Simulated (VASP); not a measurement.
# Zr (Cmcm) in VASP: single point with PBE

Aim: the single point of Zr with PBE.

All numbers are computed with VASP 6.6.1; they aren't measurements. Logs are shortened: lines on timing, memory, paths and dates and some standing lists are left out, and cuts for length are marked.

### Step 1. The cell of the first run

It takes space group Cmcm (No. 63, orthorhombic). The conventional cell has a = 3.361 Å, b = 5.374 Å, c = 5.147 Å, α = 90.00°, β = 90.00°, γ = 90.00°. Within 4.1 Å of Zr (site symmetry m2m) lie 12 Zr at 3.14 to 3.36 Å.

### Step 2. Single point, PBE (strain +0.0400 x Voigt [1, -1, 0, 0, 0, 0])

INCAR

```
SYSTEM = Zr
ALGO = Fast
EDIFF = 1E-7
ENCUT = 520
GGA = PE
ISIF = 2
ISMEAR = 0
LASPH = .True.
LCHARG = .False.
LREAL = .False.
LWAVE = .False.
NBANDS = 19
NELM = 60
PREC = Accurate
SIGMA = 0.15
```

KPOINTS

```
k-points
0
Gamma
  18 18 10
  0 0 0
```

POSCAR

```
Zr
1.0
    3.3612781514      0.0000000000      0.0000000000
   -1.6806390757      2.6870328631      0.0000000000
    0.0000000000      0.0000000000      5.1470000000
Zr
2
Direct
    0.3333333333      0.6666666667      0.2500000000
    0.6666666667      0.3333333333      0.7500000000
```

Potentials or basis: VASP PAW PBE potentials, release 64 (Zr_sv).

Started as:

```
> cat potpaw_PBE.64/Zr_sv/POTCAR > POTCAR
> mpirun -np 1 vasp_std > vasp.out
```

OUTCAR:

```text
SYSTEM = Zr
   EDIFF = 1E-7
   ENCUT = 520
   GGA = PE
   ISIF = 2
   ISMEAR = 0
   LASPH = .True.
   LREAL = .False.
   NELM = 60
   PREC = Accurate

 ion  position               nearest neighbor table
   1  0.333  0.667  0.250-   2 3.14   2 3.14   2 3.20   2 3.20   2 3.20   2 3.20
   2  0.667  0.333  0.750-   1 3.14   1 3.14   1 3.20   1 3.20   1 3.20   1 3.20

  Warning from LATTYP: Monoclinic adjustment (A1->A3, A2->A1, A3->A2)!
  LATTYP: Found a base centered orthorhombic cell.
 ALAT       =     3.3612781514
 B/A-ratio  =     1.5988161301
 C/A-ratio  =     1.5312627424

  Lattice vectors:

 A1 = (   1.6806390757,  -2.6870328631,   0.0000000000)
 A2 = (   1.6806390757,   2.6870328631,   0.0000000000)
 A3 = (   0.0000000000,   0.0000000000,   5.1470000000)

Analysis of symmetry for initial positions (statically):
=====================================================================
 Subroutine PRICEL returns:
 Original cell was already a primitive cell.

 Routine SETGRP: Setting up the symmetry group for a
 base centered orthorhombic supercell.

 Subroutine GETGRP returns: Found  8 space group operations
 (whereof  4 operations were pure point group operations)
 out of a pool of  8 trial point group operations.

The static configuration has the point symmetry C_2h.
 The point group associated with its full space group is D_2h.

Analysis of symmetry for dynamics (positions and initial velocities):
=====================================================================
 Subroutine PRICEL returns:
 Original cell was already a primitive cell.

 Routine SETGRP: Setting up the symmetry group for a
 base centered orthorhombic supercell.

 Subroutine GETGRP returns: Found  8 space group operations
 (whereof  4 operations were pure point group operations)
 out of a pool of  8 trial point group operations.

The dynamic configuration has the point symmetry C_2h.
 The point group associated with its full space group is D_2h.

 Subroutine INISYM returns: Found  8 space group operations
 (whereof  4 operations are pure point group operations),
 and found     1 'primitive' translations

----------------------------------------------------------------------------------------

                                     Primitive cell

  volume of cell :      46.4870

  direct lattice vectors                    reciprocal lattice vectors
     3.361278151  0.000000000  0.000000000     0.297505876  0.186078856  0.000000000
    -1.680639076  2.687032863  0.000000000     0.000000000  0.372157711  0.000000000
     0.000000000  0.000000000  5.147000000     0.000000000  0.000000000  0.194287935

  length of vectors
     3.361278151  3.169336415  5.147000000     0.350906094  0.372157711  0.194287935

  position of ions in fractional coordinates (direct lattice)
     0.333333333  0.666666667  0.250000000
     0.666666667  0.333333333  0.750000000

  ion indices of the primitive-cell ions
   primitive index   ion index
                 1           1
                 2           2

----------------------------------------------------------------------------------------

 KPOINTS: k-points

Automatic generation of k-mesh.
 Grid dimensions read from file:
 generate k-points for:   18   18   10

 Generating k-lattice:

  Cartesian coordinates                     Fractional coordinates (reciprocal lattice)
     0.016528104  0.010337714  0.000000000     0.055555556 -0.000000000  0.000000000
     0.000000000  0.020675428  0.000000000     0.000000000  0.055555556  0.000000000
     0.000000000  0.000000000  0.019428793     0.000000000  0.000000000  0.100000000

  Length of vectors
     0.019494783  0.020675428  0.019428793

  Shift w.r.t. Gamma in fractional coordinates (k-lattice)
     0.000000000  0.000000000  0.000000000

 Subroutine IBZKPT returns following result:
 ===========================================

 Found    546 irreducible k-points:

 Following reciprocal coordinates:
            Coordinates               Weight
  0.000000  0.000000  0.000000      1.000000
  0.055556  0.000000  0.000000      4.000000
  0.111111  0.000000  0.000000      4.000000
  0.166667  0.000000  0.000000      4.000000
  0.222222  0.000000  0.000000      4.000000
  0.277778  0.000000  0.000000      4.000000
[... 16 lines left out ...]
 -0.333333  0.055556  0.000000      4.000000
 -0.277778  0.055556  0.000000      4.000000
 [... further k-points ...]
   k-points           NKPTS =    546   k-points in BZ     NKDIM =    546   number of bands    NBANDS=     19
   number of dos      NEDOS =    301   number of ions     NIONS =      2
   total plane-waves  NPLWV =  26880
   dimension x,y,z NGX =    28 NGY =   24 NGZ =   40
   dimension x,y,z NGXF=    56 NGYF=   48 NGZF=   80
   ions per type =               2
   NGX,Y,Z   is equivalent  to a cutoff of  13.85, 12.59, 12.92 a.u.
   NGXF,Y,Z  is equivalent  to a cutoff of  27.70, 25.18, 25.84 a.u.
 SYSTEM =  Zr
   PREC   = accura    normal or accurate (medium, high low for compatibility)
   ISTART =      0    job   : 0-new  1-cont  2-samecut
   ICHARG =      2    charge: 1-file 2-atom 10-const
   ISPIN  =      1    spin polarized calculation?
   LNONCOLLINEAR =      F non collinear calculations
   LSORBIT =      F    spin-orbit coupling
   LASPH  =      T    aspherical Exc in radial PAW
   ENCUT  =  520.0 eV  38.22 Ry    6.18 a.u.   6.25  5.89  9.57*2*pi/ulx,y,z
   NELM   =     60;   NELMIN=  2; NELMDL= -5     # of ELM steps
   EDIFF  = 0.1E-06   stopping-criterion for ELM
   LREAL  =      F    real-space projection
   EDIFFG = 0.1E-05   stopping-criterion for IOM
   NSW    =      0    number of steps for IOM
   IBRION =     -1    ionic relax: 0-MD 1-quasi-New 2-CG
   NFREE  =      0    steps in history (QN), initial steepest desc. (CG)
   ISIF   =      2    stress and relaxation
   ISYM   =      2    0-nonsym 1-usesym 2-fastsym
   POTIM  = 0.5000    time-step for ionic-motion
   TEBEG  =    0.0;   TEEND  =   0.0 temperature during run
   PSTRESS=    0.0 pullay stress
   NELECT =      24.0000    total number of electrons
   NUPDOWN=      -1.0000    fix difference up-down
   EMIN   =  10.00;   EMAX   =-10.00  energy-range for DOS
   EFERMI =   0.00;   METHOD = LEGACY
   ISMEAR =     0;   SIGMA  =   0.15  broadening in eV -4-tet -1-fermi 0-gaus
   EFERMI_NEDOS =   21; number of points for ismear=-14 and -15
   IALGO  =     68    algorithm
   IMIX   =      4    mixing-type and parameters
     AMIX     =   0.40;   BMIX     =  1.00
     AMIX_MAG =   1.60;   BMIX_MAG =  1.00
  volume/ion in A,a.u.               =      23.24       156.85
  Fermi-wavevector in a.u.,A,eV,Ry     =   1.313312  2.481801 23.467185  1.724789
  Thomas-Fermi vector in A             =   2.443644
   LORBIT       =      0    0 simple, 1 ext, 2 COOP (PROOUT), +10 PAW based schemes
   GGA     = PE    functional components
   LHFCALC =     F    Hartree Fock is set to
   AEXX    =    0.0000 exact exchange contribution
   IVDW    =     0    specifies the selected vdW correction
   LEPSILON=     F    determine dielectric tensor
   LRPA    =     F    only Hartree local field effects (RPA)
 non-spin polarized calculation
 RMM-DIIS sequential band-by-band and
 Gauss-broadening in eV      SIGMA  =   0.15
  energy-cutoff  :      520.00
  volume of cell :       46.49
 maximum number of plane-waves:      1268
 NGX is ok and might be reduce to    28
   NGX = 13   NGY = 11   NGZ = 19

 number of electron      24.0000000 magnetization

 Free energy of the ion-electron system (eV)
  ---------------------------------------------------
  ext. energy  EPLUGINS =         0.00000000
  ---------------------------------------------------
  free energy    TOTEN  =       -17.01057031 eV

  energy without entropy =      -16.98598033  energy(sigma->0) =      -16.99827532

 E-fermi :   8.9701     XC(G=0): -11.0864

 val. band max:        8.9670954512   @ k =   0.2778   0.3333   0.2000
 cond. band min:       8.9712300610   @ k =   0.3889   0.2778   0.4000
 fundamental gap:      0.0041346098
 Fermi energy:         8.9701188950

 k-point     1 :       0.0000    0.0000    0.0000
  band No.  band energies     occupation
      1     -39.8176      2.00000
      2     -39.6622      2.00000
      3     -18.3441      2.00000
      4     -17.5013      2.00000
      5     -17.4257      2.00000
      6     -17.3628      2.00000
[... 11 lines left out ...]
     18      11.3067      0.00000
     19      13.2707      0.00000

 k-point     2 :       0.0556    0.0000    0.0000
  band No.  band energies     occupation
      1     -39.8143      2.00000
      2     -39.6609      2.00000
      3     -18.3351      2.00000
      4     -17.5159      2.00000
      5     -17.4385      2.00000
      6     -17.3764      2.00000
[... 11 lines left out ...]
     18      11.2154      0.00000
     19      13.4731      0.00000

 k-point     3 :       0.1111    0.0000    0.0000
  band No.  band energies     occupation
      1     -39.8046      2.00000
      2     -39.6570      2.00000
      3     -18.3085      2.00000
      4     -17.5658      2.00000
      5     -17.4653      2.00000
      6     -17.4264      2.00000
[... 11 lines left out ...]
     18      11.3148      0.00000
     19      13.6949      0.00000

 k-point     4 :       0.1667    0.0000    0.0000
  band No.  band energies     occupation
      1     -39.7894      2.00000
      2     -39.6513      2.00000
      3     -18.2661      2.00000
      4     -17.6526      2.00000
      5     -17.5154      2.00000
      6     -17.4916      2.00000
[... 407 lines left out ...]
     18      13.3538      0.00000
     19      14.2423      0.00000

 k-point    23 :      -0.3333    0.0556    0.0000
  band No.  band energies     occupation
      1     -39.7388      2.00000
      2     -39.6371      2.00000
      3     -18.1113      2.00000
      4     -17.9170      2.00000
      5     -17.7716      2.00000
      6     -17.5803      2.00000
[... 11 lines left out ...]
     18      12.8381      0.00000
     19      14.1717      0.00000

 k-point    24 :      -0.2778    0.0556    0.0000
  band No.  band energies     occupation
      1     -39.7602      2.00000
      2     -39.6426      2.00000
      3     -18.1781      2.00000
      4     -17.8022      2.00000
      5     -17.6693      2.00000
      6     -17.5473      2.00000
[... 11 lines left out ...]
     18      12.3474      0.00000
     19      14.0759      0.00000

 [... further k-points ...]

------------------------ aborting loop because EDIFF is reached ----------------------------------------

  FORCE on cell =-STRESS in cart. coord.  units (eV):
  Direction    XX          YY          ZZ          XY          YZ          ZX
  --------------------------------------------------------------------------------------
  -------------------------------------------------------------------------------------
  Total       -0.7053141      1.1439559      0.0750799      0.0000000     -0.0000000      0.0000000
  in kB      -24.3086900     39.4265028      2.5876340      0.0000000     -0.0000000      0.0000000
  external PRESSURE =       5.9018156 kB  Pullay stress =       0.0000000 kB

 VOLUME and BASIS-vectors are now :
 -----------------------------------------------------------------------------
  energy-cutoff  :      520.00
  volume of cell :       46.49
      direct lattice vectors                 reciprocal lattice vectors
     3.361278151  0.000000000  0.000000000     0.297505876  0.186078856  0.000000000
    -1.680639076  2.687032863  0.000000000     0.000000000  0.372157711  0.000000000
     0.000000000  0.000000000  5.147000000     0.000000000  0.000000000  0.194287935

 POSITION                                       TOTAL-FORCE (eV/Angst)
 -----------------------------------------------------------------------------------
     -0.00000      1.79136      1.28675         0.000000     -0.175696      0.000000
      1.68064      0.89568      3.86025        -0.000000      0.175696      0.000000
 -----------------------------------------------------------------------------------
    total drift:                               -0.000000      0.000000     -0.000000

  FREE ENERGIE OF THE ION-ELECTRON SYSTEM (eV)
  ---------------------------------------------------
  free  energy   TOTEN  =       -17.0105703066 eV

  energy  without entropy=      -16.9859803278  energy(sigma->0) =      -16.99827532
```

Run time: 9 min. Hardware: 1 thread of Intel Xeon 6975P-C (Granite Rapids), shared host; peak memory 0.47 GiB.

What came out:

```
Free energy            : -17.0106 eV
Pressure               : 0.6 GPa
Largest force          : 0.176 eV/Å
Band gap on the k mesh : zero (bands 12 and 13 overlap by 1.26 eV)
```

Forces in eV/Å, atoms in the order of the input:
```
Zr   0.000 -0.176  0.000
Zr   0.000  0.176  0.000
```

Stress tensor (GPa, compression positive):
```
-2.43  0.00  0.00
 0.00  3.94  0.00
 0.00  0.00  0.26
```

Caveat: the cell differs from its parent crystal (strain +0.0400 x Voigt [1, -1, 0, 0, 0, 0]); the stress differs along the axes, from -2 to 4 GPa.
